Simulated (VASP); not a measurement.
# Ag (Cmcm) in VASP: further runs, part 2 of 2

VASP 6.6.1. Earlier steps stand in the parts before.

## Step 3: Single point, r2SCAN (atoms displaced along a vibrational mode)

POSCAR

```
Ag
1.0
   -1.6556540000      1.6556540000      1.6556540000
    1.6556540000     -1.6556540000      1.6556540000
    3.3113080000      3.3113080000      0.0000000000
Ag
2
Direct
   -0.0226496599     -0.0226496599      0.0000000000
    0.5226496599      0.5226496599      0.5000000000
```

INCAR.step1

```
SYSTEM = Ag
PREC = Accurate ; ENCUT = 520
ISMEAR = 0 ; SIGMA = 0.15
LREAL = .FALSE. ; LASPH = .TRUE.
NELM = 100 ; NBANDS = 18
GGA = PE ; ALGO = Normal
EDIFF = 1E-4 ; LWAVE = .TRUE.
LCHARG = .FALSE.
```

INCAR.step2

```
SYSTEM = Ag
PREC = Accurate ; ENCUT = 520
EDIFF = 1E-7 ; ISMEAR = 0
SIGMA = 0.15 ; LREAL = .FALSE.
LASPH = .TRUE. ; NELM = 100
ALGO = Normal ; ISIF = 2
LWAVE = .FALSE. ; LCHARG = .FALSE.
METAGGA = R2SCAN ; LMIXTAU = .TRUE.
NBANDS = 18 ; ISTART = 1
```

KPOINTS

```
regular mesh
0
G
  18 18 10
  0 0 0
```

Potentials or basis: VASP PAW PBE potentials, release 64 (Ag).

Started as:

```sh
$ cat potpaw_PBE.64/Ag/POTCAR > POTCAR
$ cp INCAR.step1 INCAR
$ mpirun -np 1 vasp_std > vasp.out
$ cp INCAR.step2 INCAR
$ mpirun -np 1 vasp_std > vasp.out
```

OUTCAR:

```text
SYSTEM = Ag
   PREC = Accurate
   ENCUT = 520
   EDIFF = 1E-7
   ISMEAR = 0
   LREAL = .FALSE.
   LASPH = .TRUE.
   NELM = 100
   ISIF = 2
   METAGGA = R2SCAN
   ISTART = 1

 ion  position               nearest neighbor table
   1  0.977  0.977  0.000-   2 2.78   2 2.78   2 2.96   2 2.96   2 3.31   2 3.31   2 3.31   2 3.31

   2  0.523  0.523  0.500-   1 2.78   1 2.78   1 2.96   1 2.96   1 3.31   1 3.31   1 3.31   1 3.31

  LATTYP: Found a base centered orthorhombic cell.
 ALAT       =     3.3113080000
 B/A-ratio  =     1.4142135624
 C/A-ratio  =     1.4142135624

  Lattice vectors:

 A1 = (  -1.6556540000,   1.6556540000,   1.6556540000)
 A2 = (   1.6556540000,  -1.6556540000,   1.6556540000)
 A3 = (   3.3113080000,   3.3113080000,   0.0000000000)

Analysis of symmetry for initial positions (statically):
=====================================================================
 Subroutine PRICEL returns:
 Original cell was already a primitive cell.

 Routine SETGRP: Setting up the symmetry group for a
 base centered orthorhombic supercell.

 Subroutine GETGRP returns: Found  8 space group operations
 (whereof  4 operations were pure point group operations)
 out of a pool of  8 trial point group operations.

The static configuration has the point symmetry C_2v.
 The point group associated with its full space group is D_2h.

Analysis of symmetry for dynamics (positions and initial velocities):
=====================================================================
 Subroutine PRICEL returns:
 Original cell was already a primitive cell.

 Routine SETGRP: Setting up the symmetry group for a
 base centered orthorhombic supercell.

 Subroutine GETGRP returns: Found  8 space group operations
 (whereof  4 operations were pure point group operations)
 out of a pool of  8 trial point group operations.

The dynamic configuration has the point symmetry C_2v.
 The point group associated with its full space group is D_2h.

 Subroutine INISYM returns: Found  8 space group operations
 (whereof  4 operations are pure point group operations),
[... 115 lines left out ...]
     AMIX     =   0.40;   BMIX     =  1.00
     AMIX_MAG =   1.60;   BMIX_MAG =  1.00
  volume/ion in A,a.u.               =      18.15       122.51
  Fermi-wavevector in a.u.,A,eV,Ry     =   1.385318  2.617871 26.111022  1.919106
  Thomas-Fermi vector in A             =   2.509739
   LORBIT       =      0    0 simple, 1 ext, 2 COOP (PROOUT), +10 PAW based schemes
   METAGGA = R2SCAN    functional components
   LHFCALC =     F    Hartree Fock is set to
   AEXX    =    0.0000 exact exchange contribution
   IVDW    =     0    specifies the selected vdW correction
   LEPSILON=     F    determine dielectric tensor
   LRPA    =     F    only Hartree local field effects (RPA)
 non-spin polarized calculation
 Gauss-broadening in eV      SIGMA  =   0.15
  energy-cutoff  :      520.00
  volume of cell :       36.31
 maximum number of plane-waves:       993
 NGX is ok and might be reduce to    24
   NGX = 11   NGY = 11   NGZ = 17

 number of electron      22.0000005 magnetization

 Free energy of the ion-electron system (eV)
  ---------------------------------------------------
  ext. energy  EPLUGINS =         0.00000000
  ---------------------------------------------------
  free energy    TOTEN  =       -42.61266335 eV

  energy without entropy =      -42.60621760  energy(sigma->0) =      -42.60944048

 E-fermi :   7.6547     XC(G=0): -12.5325

 val. band max:        7.6354099132   @ k =  -0.3889   0.3889   0.4000
 cond. band min:       7.6553020663   @ k =   0.5000   0.0000   0.0000
 fundamental gap:      0.0198921531
 Fermi energy:         7.6546751082

 k-point     1 :       0.0000    0.0000    0.0000
  band No.  band energies     occupation
      1       0.1167      2.00000
      2       1.2612      2.00000
      3       1.8648      2.00000
      4       2.5334      2.00000
      5       2.5525      2.00000
      6       2.5820      2.00000
[... 481 lines left out ...]
      5       2.4357      2.00000
      6       2.9966      2.00000
[... 10 lines left out ...]
     17      23.6524      0.00000
     18      25.1883      0.00000

 [... further k-points ...]

------------------------ aborting loop because EDIFF is reached ----------------------------------------

  FORCE on cell =-STRESS in cart. coord.  units (eV):
  Direction    XX          YY          ZZ          XY          YZ          ZX
  --------------------------------------------------------------------------------------
  -------------------------------------------------------------------------------------
  Total       -0.6973225     -0.6973225     -0.7785056      0.0663352      0.0000000      0.0000000
  in kB      -30.7712768    -30.7712768    -34.3537059      2.9272246      0.0000000      0.0000000
  external PRESSURE =     -31.9654198 kB  Pullay stress =       0.0000000 kB

 VOLUME and BASIS-vectors are now :
 -----------------------------------------------------------------------------
  energy-cutoff  :      520.00
  volume of cell :       36.31
      direct lattice vectors                 reciprocal lattice vectors
    -1.655654000  1.655654000  1.655654000    -0.150997733  0.150997733  0.301995465
     1.655654000 -1.655654000  1.655654000     0.150997733 -0.150997733  0.301995465
     3.311308000  3.311308000  0.000000000     0.150997733  0.150997733  0.000000000

 POSITION                                       TOTAL-FORCE (eV/Angst)
 -----------------------------------------------------------------------------------
      0.00000      0.00000      3.23631         0.000000      0.000000      0.283443
      1.65565      1.65565      1.73065        -0.000000     -0.000000     -0.283443
 -----------------------------------------------------------------------------------
    total drift:                               -0.000000     -0.000000     -0.000000

  FREE ENERGIE OF THE ION-ELECTRON SYSTEM (eV)
  ---------------------------------------------------
  free  energy   TOTEN  =       -42.6126633503 eV

  energy  without entropy=      -42.6062176028  energy(sigma->0) =      -42.60944048
```

OUTCAR.step1:

```text
SYSTEM = Ag
   PREC = Accurate
   ENCUT = 520
   ISMEAR = 0
   LREAL = .FALSE.
   LASPH = .TRUE.
[... 731 lines left out ...]
      0.00000      0.00000      3.23631        -0.000000     -0.000000      0.304204
      1.65565      1.65565      1.73065         0.000000      0.000000     -0.304204
 -----------------------------------------------------------------------------------
    total drift:                               -0.000000     -0.000000     -0.000000

  FREE ENERGIE OF THE ION-ELECTRON SYSTEM (eV)
  ---------------------------------------------------
  free  energy   TOTEN  =        -5.3496299231 eV

  energy  without entropy=       -5.3424519408  energy(sigma->0) =       -5.34604093
```

It took 23 min on 1 thread of Oxide Virtual Turin-like, shared host; peak memory 0.36 GiB.

Results:

* Free energy: -42.6127 eV
* Pressure: -3.2 GPa
* Largest force: 0.283 eV/Å
* Band gap on the k mesh: zero (bands 11 and 12 overlap by 8.47 eV)

Forces in eV/Å, atoms in the order of the input:
```
Ag   0.000  0.000  0.283
Ag   0.000  0.000 -0.283
```

Caveat: the cell differs from its parent crystal (atoms displaced along a vibrational mode); the cell stands under tension; the PAW data sets were made with another functional, which shifts forces and pressure a little.

The gap in the log of VASP goes by the Fermi energy; the results here count the filled bands.